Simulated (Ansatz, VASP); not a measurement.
This is a calculation of AlNi for Ansatz 0.2.0.

The input input.yaml:

```yaml
crystal:
  lattice:
    - [1.9515334073, -1.9661255611, 0.0]
    - [1.9515334073, 1.9661255611, 0.0]
    - [0.0, 0.0, 3.1199566663]
  atoms:
    - { symbol: Ni, position: [0.5, 0.5, 0.5], spin: 1.0 }
    - { symbol: Al, position: [0.0, 0.0, 0.0] }
hamiltonian:
  xc: pbesol
  pseudopotentials: { kind: paw }
magnetization:
  spin_polarized: true
kpoints:
  mp_grid: { grid: [10, 10, 9] }
scf:
  occupations: { method: fermi_dirac, width: 0.05 }
output:
  forces: true
  stress: true
  eigenvalues: true
```

Potentials or basis: Ansatz PAW.

Launch:

```bash
$ ansatz run input.yaml --threads 1 --pin off --max-ram 3584MiB --backend cpu --events-out ev --progress --plain --runs-dir out
```

Q: Set up the same calculation for VASP 6.6.1. Potentials there: VASP PAW PBE potentials, release 64 (Ni, Al).

A: As run (the cutoff follows the program's own potentials):

Contents of INCAR:

```
PREC = Accurate ; ENCUT = 520
EDIFF = 1E-7 ; ISMEAR = -1
SIGMA = 0.05 ; LREAL = F
LASPH = T ; NELM = 150
ALGO = Normal ; ISIF = 2
LWAVE = F ; LCHARG = F
ISPIN = 2 ; MAGMOM = 1 0
LORBIT = 11 ; LMAXMIX = 4
GGA = PS ; NBANDS = 18
```

KPOINTS

```
Automatic mesh
0
Gamma
  10 10 9
```

POSCAR

```
AlNi
1.0
    1.9515334073     -1.9661255611      0.0000000000
    1.9515334073      1.9661255611      0.0000000000
    0.0000000000      0.0000000000      3.1199566663
Ni Al
1 1
Direct
    0.5000000000      0.5000000000      0.5000000000
    0.0000000000      0.0000000000      0.0000000000
```

Potentials or basis: VASP PAW PBE potentials, release 64 (Ni, Al).

Run with:

```console
$ cat potpaw_PBE.64/Ni/POTCAR potpaw_PBE.64/Al/POTCAR > POTCAR
$ mpirun -np 1 vasp_std > vasp.out
```

Both were run:

|  | VASP | Ansatz | Ansatz less VASP |
| --- | --- | --- | --- |
| gap on the k mesh at the Fermi level (eV) | none | none | - |
| pressure (GPa) | -2.7 | -2.8 | -0.13 |
| traceless stress, the component that is largest in VASP (GPa) | -4.61 | -4.47 | +0.143 |
| net moment per atom (μB) | 0.00 | 0.00 | 0.000 |

VASP's potentials were made for PBE, not for PBEsol. A gap of «none» marks a metal or a gap that the smearing closes. With one functional, cell and mesh, what is left measures potentials, basis and numerics. VASP's potentials hold 13 valence electrons a cell and Ansatz's 21, so a difference there can come from the potentials and not from the codes.
